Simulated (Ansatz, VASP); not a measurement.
Two plane-wave programs on SnO

```
Sn O
1.0
     3.81370    0.00000    0.00000
     0.00000    3.81370    0.00000
     0.00000    0.00000    4.88691
Sn O
2 2
Direct
  0.50000 0.00000 0.76463
  0.00000 0.50000 0.23537
  0.00000 0.00000 0.00000
  0.50000 0.50000 0.00000
```

Alike in both runs: functional LDA; k mesh 7 × 7 × 6; occupations fermi-dirac, width 0.05 eV; no spin polarisation.

|  | VASP | Ansatz |
| --- | --- | --- |
| version | VASP 6.6.1 | Ansatz 0.2.0 |
| potentials or method | VASP PAW LDA potentials, release 64 (Sn_d, O) | Ansatz PAW |
| plane-wave cutoff (eV) | 520 | 420 |
| valence electrons in the cell | 40 | 40 |
| task | single point | band structure |

|  | VASP | Ansatz | Ansatz less VASP |
| --- | --- | --- | --- |
| gap on the k mesh at the Fermi level (eV) | 0.44 | 0.45 | +0.013 |
| least direct gap on the mesh (eV) | 1.96 | 2.01 | +0.047 |
| pressure (GPa) | -3.0 | -3.3 | -0.30 |
| traceless stress, the component that is largest in VASP (GPa) | 0.34 | 0.33 | -0.015 |
| rms of the force components (eV/Å) | 0.053 | 0.096 | +0.0434 |

LDA's correlation is that of Perdew and Zunger in VASP and of Perdew and Wang (1992) in Ansatz. Atom by atom the forces differ by 0.043 eV/Å (rms over components).

Noted on Ansatz's run: the k mesh misses the band edges, so the gap on the mesh is wider than the one along the path.
